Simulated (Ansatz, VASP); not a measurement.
## GaGe3 in VASP and in Ansatz

```xyz
4
Lattice="0.0000 3.4096 3.4096 3.4096 0.0000 3.4096 3.4096 3.4096 0.0000" Properties=species:S:1:pos:R:3 pbc="T T T"
Ge    3.4096    3.4096    3.4096
Ge    5.1144    5.1144    5.1144
Ge    1.7048    1.7048    1.7048
Ga    0.0000    0.0000    0.0000
```

Alike in both runs: task single point; functional PBE; k mesh 7 × 7 × 7; occupations fermi-dirac, width 0.05 eV; no spin polarisation.

```csv
,VASP,Ansatz
version,VASP 6.6.1,Ansatz 0.2.0
potentials or method,"VASP PAW PBE potentials, release 64 (Ge_d, Ga_d)",Ansatz PAW
plane-wave cutoff (eV),520,420
valence electrons in the cell,55,55
```

Ansatz gave:

| Property | Result |
| --- | --- |
| gap on the k mesh at the Fermi level (eV) | none |
| pressure (GPa) | -1.6 |

Task: What did VASP give for the same quantities?

Result: gap on the k mesh at the Fermi level (eV): none; pressure (GPa): -1.5.

A gap of «none» marks a metal or a gap that the smearing closes. With one functional, cell and mesh, what is left measures potentials, basis and numerics.
